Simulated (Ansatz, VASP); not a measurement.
One calculation of CdO, two programs

File POSCAR:

```
CdO
1.0
    0.0000000000      2.3495000000      2.3495000000
    2.3495000000      0.0000000000      2.3495000000
    2.3495000000      2.3495000000      0.0000000000
Cd O
1 1
Direct
    0.0000000000      0.0000000000      0.0000000000
    0.5000000000      0.5000000000      0.5000000000
```

The input INCAR.step1:

```
SYSTEM = CdO
PREC = Accurate
ENCUT = 660
ISMEAR = 0
SIGMA = 0.01
LREAL = .FALSE.
LASPH = .TRUE.
NELM = 120
NBANDS = 16
GGA = PE
ALGO = Normal
EDIFF = 1E-5
LWAVE = .TRUE.
LCHARG = .FALSE.
GGA_COMPAT = .FALSE.
```

Contents of INCAR.step2:

```
SYSTEM = CdO
PREC = Accurate
ENCUT = 660
EDIFF = 1E-6
ISMEAR = 0
SIGMA = 0.01
LREAL = .FALSE.
LASPH = .TRUE.
NELM = 120
ALGO = Normal
ISIF = 2
LWAVE = .FALSE.
LCHARG = .FALSE.
METAGGA = R2SCAN
LMIXTAU = .TRUE.
NBANDS = 16
ISTART = 1
GGA_COMPAT = .FALSE.
```

Contents of KPOINTS:

```
Automatic mesh
0
G
  4 4 4
  0 0 0
```

Input for Ansatz:

```yaml
crystal:
  lattice:
    - [0.0, 2.3495, 2.3495]
    - [2.3495, 0.0, 2.3495]
    - [2.3495, 2.3495, 0.0]
  atoms:
    - { symbol: Cd, position: [0.0, 0.0, 0.0] }
    - { symbol: O, position: [0.5, 0.5, 0.5] }
kpoints:
  mp_grid:
    grid: [4, 4, 4]
hamiltonian:
  xc: r2scan
scf:
  max_iter: 80
  algorithm: direct_min
  n_extra_bands: 2
  occupations:
    method: fixed
output:
  eigenvalues: true
```

Alike in both runs: task single point; functional r2SCAN; k mesh 4 × 4 × 4; no spin polarisation.

```csv
,VASP,Ansatz
version,VASP 6.6.1,Ansatz 0.2.0
potentials or method,"VASP PAW PBE potentials, release 64 (Cd, O)","plane waves, PAW"
plane-wave cutoff (eV),660,500
occupations,"gaussian, width 0.01 eV",fixed
valence electrons in the cell,18,26
```

```csv
,VASP,Ansatz,Ansatz less VASP
gap on the k mesh at the Fermi level (eV),0.05,0.09,+0.031
```

VASP's potentials were made for PBE, not for r2SCAN. VASP's potentials hold 18 valence electrons a cell and Ansatz's 26, so a difference there can come from the potentials and not from the codes.

The k mesh is coarse, so the values compare programs but aren't converged.
